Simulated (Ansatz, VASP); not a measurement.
One calculation of SnSe2, two programs

Contents of INCAR:

```
SYSTEM = SnSe2
ALGO     = Normal         ! electronic algorithm
EDIFF    = 1E-6           ! SCF threshold, eV
ENCUT    = 520            ! plane-wave cutoff, eV
GGA      = PS             ! functional
ISIF     = 2              ! what is computed and relaxed
ISMEAR   = 0              ! smearing method
LASPH    = .TRUE.         ! aspherical terms in the spheres
LCHARG   = .TRUE.         ! write CHGCAR
LELF     = .TRUE.         ! ELF
LREAL    = .FALSE.        ! projectors in reciprocal space
LVHAR    = .TRUE.       
LWAVE    = .FALSE.        ! write WAVECAR
NBANDS   = 20             ! bands
NELM     = 60             ! most SCF steps
PREC     = Accurate       ! precision mode
SIGMA    = 0.05           ! smearing width, eV
```

KPOINTS

```
k-points
0
G
  6 6 4
  0 0 0
```

POSCAR

```
SnSe2
1.0
    3.8109987816      0.0000000000      0.0000000000
   -1.9054993908      3.3004217586      0.0000000000
    0.0000000000      0.0000000000      6.1370000000
Sn Se
1 2
Direct
    0.0000000000      0.0000000000      0.0000000000
    0.2455331159      0.6023924466      0.2500000000
    0.6666666667      0.3333333333      0.7500000000
```

Input for Ansatz:

```yaml
crystal:
  lattice:
    - [3.8109987816, 0.0, 0.0]
    - [-1.9054993908, 3.3004217586, 0.0]
    - [0.0, 0.0, 6.137]
  atoms:
    - { symbol: Sn, position: [0.0, 0.0, 0.0] }
    - { symbol: Se, position: [0.2455331159, 0.6023924466, 0.25] }
    - { symbol: Se, position: [0.6666666667, 0.3333333333, 0.75] }
basis:
  ecutwfc: 420
kpoints:
  mp_grid: { grid: [6, 6, 4] }
hamiltonian:
  xc: pbesol
scf:
  occupations: { method: gaussian, width: 0.05 }
output:
  forces: true
  stress: true
  eigenvalues: true
```

Alike in both runs: task single point; functional PBEsol; k mesh 6 × 6 × 4; occupations gaussian, width 0.05 eV; no spin polarisation.

|  | VASP | Ansatz |
| --- | --- | --- |
| version | VASP 6.6.1 | Ansatz 0.2.0 |
| potentials or method | VASP PAW PBE potentials, release 64 (Sn_d, Se), cutoff 520 eV | scalar-relativistic, plane waves, PAW |
| valence electrons in the cell | 26 | 46 |

Ansatz gave:

- gap on the k mesh at the Fermi level (eV): 0.26
- least direct gap on the mesh (eV): 0.85
- pressure (GPa): 3.3
- traceless stress, the component that is largest in VASP (GPa): 2.71
- rms of the force components (eV/Å): 0.578

What did VASP give for the same quantities?

gap on the k mesh at the Fermi level (eV): 0.26; least direct gap on the mesh (eV): 0.84; pressure (GPa): 3.5; traceless stress, the component that is largest in VASP (GPa): 2.72; rms of the force components (eV/Å): 0.586.

VASP's potentials were made for PBE, not for PBEsol. Atom by atom the forces differ by 0.011 eV/Å (rms over components). VASP's potentials hold 26 valence electrons a cell and Ansatz's 46, so a difference there can come from the potentials and not from the codes.
